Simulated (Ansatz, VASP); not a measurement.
**One calculation of In, two programs**

INCAR

```
SYSTEM = In
PREC = Accurate ; ENCUT = 520
EDIFF = 1E-7 ; ISMEAR = -1
SIGMA = 0.1 ; LREAL = .False.
LASPH = .True. ; NELM = 150
ALGO = Normal ; ISIF = 2
LWAVE = .False. ; LCHARG = .True.
MAGMOM = 0 0 0 0 0 0 ; LORBIT = 11
LSORBIT = .True. ; GGA_COMPAT = .False.
LORBMOM = .True. ; GGA = CA
LVHAR = .True. ; NBANDS = 38
```

KPOINTS

```
Automatic mesh
0
Gamma
  11 11 6
  0 0 0
```

File POSCAR:

```
In
1.0
    3.2733347749      0.0000000000      0.0000000000
   -1.6366673874      2.8347910701      0.0000000000
    0.0000000000      0.0000000000      5.3292037878
In
2
Direct
    0.3333333333      0.6666666667      0.2500000000
    0.6666666667      0.3333333333      0.7500000000
```

Input for Ansatz:

```yaml
crystal:
  lattice:
    - [3.2733347749, 0.0, 0.0]
    - [-1.6366673874, 2.8347910701, 0.0]
    - [0.0, 0.0, 5.3292037878]
  atoms:
    - { symbol: In, position: [0.3333333333, 0.6666666667, 0.25] }
    - { symbol: In, position: [0.6666666667, 0.3333333333, 0.75] }
hamiltonian:
  xc: lda
  pseudopotentials:
    kind: paw_fr
    azcp:
      In: "pseudopotentials/In.paw.azcp"
basis:
  ecutwfc: 420
  fft_grid_basis: typed
kpoints:
  mp_grid: { grid: [11, 11, 6], shift: [0, 0, 0] }
magnetization:
  noncollinear: true
  spin_orbit: true
scf:
  occupations: { method: fermi_dirac, width: 0.1 }
```

Alike in both runs: task single point; functional LDA; k mesh 11 × 11 × 6; occupations fermi-dirac, width 0.1 eV; non-collinear spin, spin-orbit coupling.

|  | VASP | Ansatz |
| --- | --- | --- |
| version | VASP 6.6.1 | Ansatz 0.2.0 |
| potentials or method | VASP PAW LDA potentials, release 64 (In_d), cutoff 520 eV | plane waves (420 eV) with PAW, fully relativistic with spin-orbit coupling |
| valence electrons in the cell | 26 | 26 |

```tsv
	VASP	Ansatz	Ansatz less VASP
net moment per atom (μB)	0.00	0.00	0.000
```

Ansatz warns that its potentials were made for another functional, while VASP's fit it. LDA's correlation is that of Perdew and Zunger in VASP and of Perdew and Wang (1992) in Ansatz.
